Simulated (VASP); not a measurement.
A run of VASP 6.6.1 is set up as follows.

The input INCAR:

```
  PREC = Accurate
  ENCUT = 600
  EDIFF = 1E-7
  ISMEAR = 0
  SIGMA = 0.1
  LREAL = False
  LASPH = True
  NELM = 100
  ALGO = Normal
  ISIF = 3
  LWAVE = False
  LCHARG = False
  GGA = PE
  IBRION = 2
  NSW = 100
  EDIFFG = -0.01
```

KPOINTS

```
regular mesh
0
Gamma
  8 8 8
```

The input POSCAR:

```
Ge5P
1.0
    0.0000000000      3.9933125600      3.9933125600
    3.9933125600      0.0000000000      3.9933125600
    3.9933125600      3.9933125600      0.0000000000
Ge P
5 1
Direct
    0.2500000000      0.2500000000      0.2500000000
    0.1295901500      0.6234699500      0.6234699500
    0.6234699500      0.6234699500      0.6234699500
    0.6234699500      0.6234699500      0.1295901500
    0.6234699500      0.1295901500      0.6234699500
    0.0000000000      0.0000000000      0.0000000000
```

Potentials or basis: VASP PAW PBE potentials, release 64 (Ge_d, P).

The run is started by

```console
$ cat potpaw_PBE.64/Ge_d/POTCAR potpaw_PBE.64/P/POTCAR > POTCAR
$ mpirun -np 1 vasp_std > vasp.out
```

Q: Predict the relaxed volume.

A: 19.61 Å³/atom.

Q: What does it give for the band gap on the k mesh?

A: Zero (an odd number of electrons rules out a gap without spin polarisation).

Final structure:
```
Ge P
1.0
     0.00000    3.88914    3.88914
     3.88914    0.00000    3.88914
     3.88914    3.88914    0.00000
Ge P
5 1
Cartesian
  1.9446 1.9446 1.9446
  4.8632 2.9151 2.9151
  4.8632 4.8632 4.8632
  2.9151 2.9151 4.8632
  2.9151 4.8632 2.9151
  0.0000 0.0000 0.0000
```

Caveat: an odd number of electrons without spin polarisation forces a metal; a magnetic or distorted state may lie lower.
